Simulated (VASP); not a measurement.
Set up this calculation in VASP 6.6.1, as the native input.

```yaml
Task: single point
Functional: PBE
Potentials_or_basis: VASP PAW PBE potentials, release 64 (Cl)
Cutoff: 500 eV
k_mesh: 17 × 17 × 17
Occupations: fermi-dirac, width 0.02 eV
Spin: no spin polarisation
Dipole_correction: no
Further_INCAR_settings: ALGO = Normal; EDIFF = 1e-06; NBANDS = 10
```

The structure of Cl lies in POSCAR:

```
Cl
1.0
    0.0000000000      2.1955665144      2.1955665144
    2.1955665144      0.0000000000      2.1955665144
    2.1955665144      2.1955665144      0.0000000000
Cl
1
Direct
    0.0000000000      0.0000000000      0.0000000000
```

These files were run (other wordings do the same):

INCAR

```
SYSTEM = Cl
PREC = Accurate ; ENCUT = 500
EDIFF = 1E-6 ; ISMEAR = -1
SIGMA = 0.02 ; LREAL = .False.
LASPH = .True. ; NELM = 120
ALGO = Normal ; ISIF = 2
LWAVE = .False. ; LCHARG = .False.
GGA = PE ; NBANDS = 10
GGA_COMPAT = .False.
```

KPOINTS

```
regular mesh
0
Gamma
  17 17 17
  0 0 0
```

Potentials or basis: VASP PAW PBE potentials, release 64 (Cl).

The run is started by

```sh
$ cat potpaw_PBE.64/Cl/POTCAR > POTCAR
$ mpirun -np 1 vasp_std > vasp.out
```

Results of the run:

| Item | Value |
| --- | --- |
| Pressure | -0.1 GPa |
| Band gap on the k mesh | zero (an odd number of electrons rules out a gap without spin polarisation) |

Caveat: an odd number of electrons without spin polarisation forces a metal; a magnetic or distorted state may lie lower.

Run time: 8.9 s on 1 thread of Intel(R) Xeon(R) Platinum 8488C (Sapphire Rapids), on a shared host, peak memory 0.15 GiB.
